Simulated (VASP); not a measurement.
A run of VASP 6.6.1 is set up as follows.

INCAR

```
ALGO = Normal ; EDIFF = 1E-6
ENCUT = 520 ; ISIF = 2
ISMEAR = 1 ; LASPH = T
LCHARG = F ; LREAL = F
LWAVE = F ; NBANDS = 17
NELM = 80 ; PREC = Accurate
SIGMA = 1.0
```

File KPOINTS:

```
k-points
0
Gamma
  12 12 7
```

Contents of POSCAR:

```
Hf
1.0
    3.1183974891      0.0000000000      0.0000000000
   -1.5591987445      2.7006114446      0.0000000000
    0.0000000000      0.0000000000      4.9475473504
Hf
2
Direct
    0.3333333333      0.6666666667      0.2500000000
    0.6666666667      0.3333333333      0.7500000000
```

Potentials or basis: VASP PAW LDA potentials, release 64 (Hf_pv).

Run with:

```console
$ cat potpaw_LDA.64/Hf_pv/POTCAR > POTCAR
$ mpirun -np 1 vasp_std > vasp.out
```

(1) What does it give for the pressure?

(2) Estimate the band gap on the k mesh.

## Answers

(1) -0.2 GPa.

(2) zero (band 10 reaches 6.42 eV, above the bottom of band 11 at 5.03 eV).

Caveat: spin-orbit coupling is left out, which moves the levels of the heavy elements.
